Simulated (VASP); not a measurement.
Input of a VASP 6.6.1 run:

File INCAR:

```
PREC     = Accurate       # precision mode
ENCUT    = 520            # plane-wave cutoff, eV
EDIFF    = 1E-6           # SCF threshold, eV
ISMEAR   = 0              # smearing method
SIGMA    = 0.15           # smearing width, eV
LREAL    = False          # projectors in reciprocal space
LASPH    = True           # aspherical terms in the spheres
NELM     = 60             # most SCF steps
ALGO     = Normal         # electronic algorithm
ISIF     = 2              # what is computed and relaxed
LWAVE    = False          # write WAVECAR
LCHARG   = False          # write CHGCAR
GGA      = PE             # functional
NBANDS   = 16             # bands
```

KPOINTS

```
regular mesh
0
Gamma
  20 20 20
```

Contents of POSCAR:

```
InP
1.0
    0.0000000000      2.7087998522      2.8198606461
    2.7087998522      0.0000000000      2.8198606461
    2.7087998522      2.7087998522      0.0000000000
In P
1 1
Direct
    0.0000000000      0.0000000000      0.0000000000
    0.5000000000      0.5000000000      0.5000000000
```

Potentials or basis: VASP PAW PBE potentials, release 64 (In_d, P).

The run is started by

```sh
$ cat potpaw_PBE.64/In_d/POTCAR potpaw_PBE.64/P/POTCAR > POTCAR
$ mpirun -np 1 vasp_std > vasp.out
```

Q: Predict the band gap on the k mesh.

A: Zero (bands 9 and 10 overlap by 2.61 eV).

Q: What does it give for the pressure?

A: 2.3 GPa.

Stress tensor (GPa, compression positive):
```
 3.82  0.00  0.00
 0.00  3.82  0.00
 0.00  0.00 -0.70
```

Caveat: spin-orbit coupling is left out, which moves the levels of the heavy elements.
